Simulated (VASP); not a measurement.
Here is a VASP 6.6.1 calculation.

File POSCAR:

```
Ti
1.0
    2.9500000000      0.0000000000      0.0000000000
   -1.4750000000      2.5547749412      0.0000000000
    0.0000000000      0.0000000000      4.6800000000
Ti
2
Direct
    0.3333333333      0.6666666667      0.2500000000
    0.6666666667      0.3333333333      0.7500000000
```

File INCAR.step1:

```
SYSTEM = Ti
ALGO = Normal ; EDIFF = 1E-4
ENCUT = 600 ; GGA = PE
ISMEAR = -1 ; LASPH = .TRUE.
LCHARG = .FALSE. ; LREAL = .FALSE.
LWAVE = .TRUE. ; NELM = 80
PREC = Accurate ; SIGMA = 0.05
```

The input INCAR.step2:

```
SYSTEM = Ti
ALGO = Normal ; EDIFF = 1E-7
EDIFFG = -0.01 ; ENCUT = 600
IBRION = 2 ; ISIF = 3
ISMEAR = -1 ; ISTART = 1
LASPH = .TRUE. ; LCHARG = .FALSE.
LMIXTAU = .TRUE. ; LREAL = .FALSE.
LWAVE = .FALSE. ; METAGGA = R2SCAN
NELM = 80 ; NSW = 80
PREC = Accurate ; SIGMA = 0.05
```

The input KPOINTS:

```
k-points
0
G
  8 8 5
  0 0 0
```

Potentials or basis: VASP PAW PBE potentials, release 64 (Ti_sv).

Command:

```sh
$ cat potpaw_PBE.64/Ti_sv/POTCAR > POTCAR
$ cp INCAR.step1 INCAR
$ mpirun -np 1 vasp_std > vasp.out
$ cp INCAR.step2 INCAR
$ mpirun -np 1 vasp_std > vasp.out
```

Problem. Estimate the relaxed cell.

Solution. a = 2.940 Å, b = 2.940 Å, c = 4.644 Å, α = 90.00°, β = 90.00°, γ = 120.00°.

Problem. Predict the band gap on the k mesh.

Solution. Zero (bands 12 and 13 overlap by 1.13 eV).

Step by step:
```tsv
step	energy change (eV)	largest force (eV/Å)	pressure (GPa)	volume (Å³)
1	0.0000	0.0000	-1.71	35.27
2	-0.0010	0.0000	1.49	34.32
3	-0.0029	0.0000	0.03	34.74
4	-0.0029	0.0000	-0.02	34.76
5	-0.0030	0.0000	-0.03	34.76
6	-0.0030	0.0000	-0.04	34.76
```

Caveat: the PAW data sets were made with another functional, which shifts forces and pressure a little.
